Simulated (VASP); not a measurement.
# Hg (R-3m) in VASP: a series of runs

Runs on Hg. Level: r2SCAN. Tasks: single point.

Everything below comes from runs of VASP 6.6.1. Logs are shortened: lines on timing, memory, paths and dates and some standing lists are left out, and cuts for length are marked.

**1. The cell of the first run**

Symmetry: R-3m, No. 166, trigonal system. The conventional cell has a = 3.756 Å, b = 3.756 Å, c = 6.464 Å, α = 90.00°, β = 90.00°, γ = 120.00°. Hg (site symmetry -3m) has 12 Hg at 3.06 to 3.76 Å within 4.0 Å.

**2. Single point, r2SCAN**

Contents of POSCAR:

```
Hg
1.0
    1.8778599936      1.0841829728      2.1547276236
   -1.8778599936      1.0841829728      2.1547276236
    0.0000000000     -2.1683659456      2.1547276235
Hg
1
Direct
    0.0000000000      0.0000000000      0.0000000000
```

Contents of INCAR.step1:

```
SYSTEM = Hg
PREC = Accurate
ENCUT = 520
ISMEAR = -1
SIGMA = 0.1
LREAL = .False.
LASPH = .True.
NELM = 100
NBANDS = 12
GGA = PE
ALGO = Normal
EDIFF = 1E-4
LWAVE = .True.
LCHARG = .False.
```

Contents of INCAR.step2:

```
SYSTEM = Hg
PREC = Accurate
ENCUT = 520
EDIFF = 1E-6
ISMEAR = -1
SIGMA = 0.1
LREAL = .False.
LASPH = .True.
NELM = 100
ALGO = Normal
ISIF = 2
LWAVE = .False.
LCHARG = .False.
METAGGA = R2SCAN
LMIXTAU = .True.
NBANDS = 12
ISTART = 1
```

Contents of KPOINTS:

```
regular mesh
0
Gamma
  5 5 5
  0 0 0
```

Potentials or basis: VASP PAW PBE potentials, release 64 (Hg).

On the command line:

```sh
cat potpaw_PBE.64/Hg/POTCAR > POTCAR
cp INCAR.step1 INCAR
mpirun -np 1 vasp_std > vasp.out
cp INCAR.step2 INCAR
mpirun -np 1 vasp_std > vasp.out
```

OUTCAR:

```text
SYSTEM = Hg
   PREC = Accurate
   ENCUT = 520
   EDIFF = 1E-6
   ISMEAR = -1
   LREAL = .False.
   LASPH = .True.
   NELM = 100
   ISIF = 2
   METAGGA = R2SCAN
   ISTART = 1

 ion  position               nearest neighbor table
   1  0.000  0.000  0.000-

  LATTYP: Found a trigonal (rhomboedric) cell.
 ALAT       =     3.0569039903
 COS(alpha) =     0.2452679073

  Lattice vectors:

 A1 = (   1.8778599936,   1.0841829728,   2.1547276236)
 A2 = (  -1.8778599936,   1.0841829728,   2.1547276236)
 A3 = (   0.0000000000,  -2.1683659456,   2.1547276235)

Analysis of symmetry for initial positions (statically):
=====================================================================
 Subroutine PRICEL returns:
 Original cell was already a primitive cell.

 Routine SETGRP: Setting up the symmetry group for a
 trigonal (rhombohedral) supercell.

 Subroutine GETGRP returns: Found 12 space group operations
 (whereof 12 operations were pure point group operations)
 out of a pool of 12 trial point group operations.

The static configuration has the point symmetry D_3d.

Analysis of symmetry for dynamics (positions and initial velocities):
=====================================================================
 Subroutine PRICEL returns:
 Original cell was already a primitive cell.

 Routine SETGRP: Setting up the symmetry group for a
 trigonal (rhombohedral) supercell.

 Subroutine GETGRP returns: Found 12 space group operations
 (whereof 12 operations were pure point group operations)
 out of a pool of 12 trial point group operations.

The dynamic configuration has the point symmetry D_3d.

 Subroutine INISYM returns: Found 12 space group operations
 (whereof 12 operations are pure point group operations),
 and found     1 'primitive' translations

----------------------------------------------------------------------------------------

                                     Primitive cell

  volume of cell :      26.3214

  direct lattice vectors                    reciprocal lattice vectors
     1.877859994  1.084182973  2.154727624     0.266260532  0.153725590  0.154698594
    -1.877859994  1.084182973  2.154727624    -0.266260532  0.153725590  0.154698594
     0.000000000 -2.168365946  2.154727623     0.000000000 -0.307451179  0.154698594

  length of vectors
     3.056903990  3.056903990  3.056903990     0.344177109  0.344177109  0.344177109

  position of ions in fractional coordinates (direct lattice)
     0.000000000  0.000000000  0.000000000

  ion indices of the primitive-cell ions
   primitive index   ion index
                 1           1

----------------------------------------------------------------------------------------

 KPOINTS: regular mesh

Automatic generation of k-mesh.
 Grid dimensions read from file:
 generate k-points for:    5    5    5

 Generating k-lattice:

  Cartesian coordinates                     Fractional coordinates (reciprocal lattice)
     0.053252106  0.030745118  0.030939719     0.200000000  0.000000000  0.000000000
    -0.053252106  0.030745118  0.030939719     0.000000000  0.200000000  0.000000000
     0.000000000 -0.061490236  0.030939719     0.000000000  0.000000000  0.200000000

  Length of vectors
     0.068835422  0.068835422  0.068835422

  Shift w.r.t. Gamma in fractional coordinates (k-lattice)
     0.000000000  0.000000000  0.000000000

 Subroutine IBZKPT returns following result:
 ===========================================

 Found     19 irreducible k-points:

 Following reciprocal coordinates:
            Coordinates               Weight
  0.000000  0.000000  0.000000      1.000000
  0.200000 -0.000000  0.000000      6.000000
  0.400000 -0.000000  0.000000      6.000000
  0.200000  0.200000  0.000000      6.000000
  0.400000  0.200000  0.000000     12.000000
 -0.400000  0.200000  0.000000     12.000000
[... 11 lines left out ...]
  0.400000  0.400000  0.400000      2.000000
 -0.400000  0.400000  0.400000      6.000000
   k-points           NKPTS =     19   k-points in BZ     NKDIM =     19   number of bands    NBANDS=     12
   number of dos      NEDOS =    301   number of ions     NIONS =      1
   total plane-waves  NPLWV =  13824
   dimension x,y,z NGX =    24 NGY =   24 NGZ =   24
   dimension x,y,z NGXF=    48 NGYF=   48 NGZF=   48
   ions per type =               1
   NGX,Y,Z   is equivalent  to a cutoff of  13.05, 13.05, 13.05 a.u.
   NGXF,Y,Z  is equivalent  to a cutoff of  26.10, 26.10, 26.10 a.u.
 SYSTEM =  Hg
   PREC   = accura    normal or accurate (medium, high low for compatibility)
   ISTART =      1    job   : 0-new  1-cont  2-samecut
   ICHARG =      0    charge: 1-file 2-atom 10-const
   ISPIN  =      1    spin polarized calculation?
   LNONCOLLINEAR =      F non collinear calculations
   LSORBIT =      F    spin-orbit coupling
   LASPH  =      T    aspherical Exc in radial PAW
   ENCUT  =  520.0 eV  38.22 Ry    6.18 a.u.   5.68  5.68  5.68*2*pi/ulx,y,z
   NELM   =    100;   NELMIN=  2; NELMDL=  0     # of ELM steps
   EDIFF  = 0.1E-05   stopping-criterion for ELM
   LREAL  =      F    real-space projection
   EDIFFG = 0.1E-04   stopping-criterion for IOM
   NSW    =      0    number of steps for IOM
   IBRION =     -1    ionic relax: 0-MD 1-quasi-New 2-CG
   NFREE  =      0    steps in history (QN), initial steepest desc. (CG)
   ISIF   =      2    stress and relaxation
   ISYM   =      2    0-nonsym 1-usesym 2-fastsym
   POTIM  = 0.5000    time-step for ionic-motion
   TEBEG  =    0.0;   TEEND  =   0.0 temperature during run
   PSTRESS=    0.0 pullay stress
   NELECT =      12.0000    total number of electrons
   NUPDOWN=      -1.0000    fix difference up-down
   EMIN   =  10.00;   EMAX   =-10.00  energy-range for DOS
   EFERMI =   0.00;   METHOD = LEGACY
   ISMEAR =    -1;   SIGMA  =   0.10  broadening in eV -4-tet -1-fermi 0-gaus
   EFERMI_NEDOS =   21; number of points for ismear=-14 and -15
   IALGO  =     38    algorithm
   IMIX   =      4    mixing-type and parameters
     AMIX     =   0.40;   BMIX     =  1.00
     AMIX_MAG =   1.60;   BMIX_MAG =  1.00
  volume/ion in A,a.u.               =      26.32       177.63
  Fermi-wavevector in a.u.,A,eV,Ry     =   1.259985  2.381027 21.600101  1.587563
  Thomas-Fermi vector in A             =   2.393518
   LORBIT       =      0    0 simple, 1 ext, 2 COOP (PROOUT), +10 PAW based schemes
   METAGGA = R2SCAN    functional components
   LHFCALC =     F    Hartree Fock is set to
   AEXX    =    0.0000 exact exchange contribution
   IVDW    =     0    specifies the selected vdW correction
   LEPSILON=     F    determine dielectric tensor
   LRPA    =     F    only Hartree local field effects (RPA)
 non-spin polarized calculation
  energy-cutoff  :      520.00
  volume of cell :       26.32
 maximum number of plane-waves:       725
   NGX = 11   NGY = 11   NGZ = 11

 number of electron      12.0000003 magnetization

 Free energy of the ion-electron system (eV)
  ---------------------------------------------------
  ext. energy  EPLUGINS =         0.00000000
  ---------------------------------------------------
  free energy    TOTEN  =       -49.31391970 eV

  energy without entropy =      -49.29103317  energy(sigma->0) =      -49.30247643

 E-fermi :   2.3288     XC(G=0): -10.7969

 val. band max:        1.3045372388   @ k =  -0.4000   0.4000   0.2000
 cond. band min:       2.4092649290   @ k =   0.4000  -0.0000   0.0000
 fundamental gap:      1.1047276901
 Fermi energy:         2.3287744498

 k-point     1 :       0.0000    0.0000    0.0000
  band No.  band energies     occupation
      1      -6.7381      2.00000
      2      -6.0910      2.00000
      3      -6.0910      2.00000
      4      -4.5076      2.00000
      5      -4.5033      2.00000
      6      -4.5033      2.00000
      7      13.3332      0.00000
      8      13.3332      0.00000
      9      13.5653      0.00000
     10      17.4581      0.00000
     11      18.9868      0.00000
     12      18.9868      0.00000

 k-point     2 :       0.2000   -0.0000    0.0000
  band No.  band energies     occupation
      1      -6.2876      2.00000
      2      -6.0541      2.00000
      3      -5.4159      2.00000
      4      -4.6431      2.00000
      5      -4.5633      2.00000
      6      -4.5092      2.00000
      7       8.2923      0.00000
      8      13.9021      0.00000
      9      13.9949      0.00000
     10      18.7229      0.00000
     11      19.0632      0.00000
     12      21.7789      0.00000

 k-point     3 :       0.4000   -0.0000    0.0000
  band No.  band energies     occupation
      1      -6.1880      2.00000
      2      -6.0397      2.00000
      3      -4.8000      2.00000
      4      -4.5497      2.00000
      5      -4.5090      2.00000
      6      -2.4603      2.00000
      7       2.4093      0.61795
      8      14.4186      0.00000
      9      14.4568      0.00000
     10      19.2795      0.00000
     11      19.7878      0.00000
     12      20.8636      0.00000
[... 211 lines left out ...]
 k-point    18 :       0.4000    0.4000    0.4000
  band No.  band energies     occupation
      1      -5.9383      2.00000
      2      -5.5133      2.00000
      3      -5.5133      2.00000
      4      -4.1176      2.00000
      5      -4.1176      2.00000
      6      -0.0273      2.00000
      7       7.8633      0.00000
      8       9.9944      0.00000
      9       9.9944      0.00000
     10      12.7518      0.00000
     11      15.0516      0.00000
     12      16.4884      0.00000

 k-point    19 :      -0.4000    0.4000    0.4000
  band No.  band energies     occupation
      1      -5.8414      2.00000
      2      -5.6054      2.00000
      3      -5.4266      2.00000
      4      -4.2793      2.00000
      5      -4.0987      2.00000
      6       2.5840      0.14457
      7       5.0706      0.00000
      8       7.0786      0.00000
      9       9.2411      0.00000
     10      12.1076      0.00000
     11      16.6546      0.00000
     12      17.4871      0.00000

------------------------ aborting loop because EDIFF is reached ----------------------------------------

  FORCE on cell =-STRESS in cart. coord.  units (eV):
  Direction    XX          YY          ZZ          XY          YZ          ZX
  --------------------------------------------------------------------------------------
  -------------------------------------------------------------------------------------
  Total        0.3848855      0.3848855     -0.0889551      0.0000000      0.0000000      0.0000000
  in kB       23.4278650     23.4278650     -5.4146716      0.0000000      0.0000000      0.0000000
  external PRESSURE =      13.8136861 kB  Pullay stress =       0.0000000 kB

 VOLUME and BASIS-vectors are now :
 -----------------------------------------------------------------------------
  energy-cutoff  :      520.00
  volume of cell :       26.32
      direct lattice vectors                 reciprocal lattice vectors
     1.877859994  1.084182973  2.154727624     0.266260532  0.153725590  0.154698594
    -1.877859994  1.084182973  2.154727624    -0.266260532  0.153725590  0.154698594
     0.000000000 -2.168365946  2.154727623     0.000000000 -0.307451179  0.154698594

 POSITION                                       TOTAL-FORCE (eV/Angst)
 -----------------------------------------------------------------------------------
      0.00000      0.00000      0.00000         0.000000      0.000000      0.000000
 -----------------------------------------------------------------------------------
    total drift:                                0.000000     -0.000000      0.000000

  FREE ENERGIE OF THE ION-ELECTRON SYSTEM (eV)
  ---------------------------------------------------
  free  energy   TOTEN  =       -49.3139196990 eV

  energy  without entropy=      -49.2910331694  energy(sigma->0) =      -49.30247643
```

Wall time 10 s (1 thread of AMD EPYC 9R45 (Zen 5), shared host); peak memory 0.11 GiB.

What came out:

```yaml
Free_energy: -49.3139 eV
Pressure: 1.4 GPa
Band_gap_on_the_k_mesh: zero (bands 6 and 7 overlap by 0.17 eV)
```

Caveat: the k points lie up to 0.43 Å⁻¹ apart; the PAW data sets were made with another functional, which shifts forces and pressure a little; spin-orbit coupling is left out, which moves the levels of the heavy elements.

**3. Single point, r2SCAN**

POSCAR is that of step 2.

Contents of INCAR.step1:

```
SYSTEM = Hg
ALGO = Normal
EDIFF = 1E-4
ENCUT = 520
GGA = PE
ISMEAR = -1
LASPH = .TRUE.
LCHARG = .FALSE.
LREAL = .FALSE.
LWAVE = .TRUE.
NBANDS = 12
NELM = 100
PREC = Accurate
SIGMA = 0.1
```

Contents of INCAR.step2:

```
SYSTEM = Hg
ALGO = Normal
EDIFF = 1E-6
ENCUT = 520
ISIF = 2
ISMEAR = -1
ISTART = 1
LASPH = .TRUE.
LCHARG = .FALSE.
LMIXTAU = .TRUE.
LREAL = .FALSE.
LWAVE = .FALSE.
METAGGA = R2SCAN
NBANDS = 12
NELM = 100
PREC = Accurate
SIGMA = 0.1
```

Contents of KPOINTS:

```
k-points
0
G
  7 7 7
  0 0 0
```

Potentials or basis: VASP PAW PBE potentials, release 64 (Hg).

On the command line:

```sh
cat potpaw_PBE.64/Hg/POTCAR > POTCAR
cp INCAR.step1 INCAR
mpirun -np 1 vasp_std > vasp.out
cp INCAR.step2 INCAR
mpirun -np 1 vasp_std > vasp.out
```

Wall time 19 s (1 thread of AMD EPYC 9R45 (Zen 5), shared host); peak memory 0.12 GiB.

Results (log left out):

* Free energy: -49.3310 eV
* Pressure: 0.9 GPa
* Band gap on the k mesh: zero (bands 6 and 7 overlap by 1.34 eV)

Stress tensor (GPa, compression positive):
```
1.03 0.00 0.00
0.00 1.03 0.00
0.00 0.00 0.73
```

Levels at points of the mesh, in eV from the Fermi level:
| k point | band 3 | band 4 | band 5 | band 6 | band 7 | band 8 | band 9 | band 10 |
| --- | --- | --- | --- | --- | --- | --- | --- | --- |
| (0.00, 0.00, 0.00) | -7.90 | -6.31 | -6.31 | -6.31 | 11.53 | 11.53 | 11.76 | 15.66 |

Caveat: the PAW data sets were made with another functional, which shifts forces and pressure a little; spin-orbit coupling is left out, which moves the levels of the heavy elements.
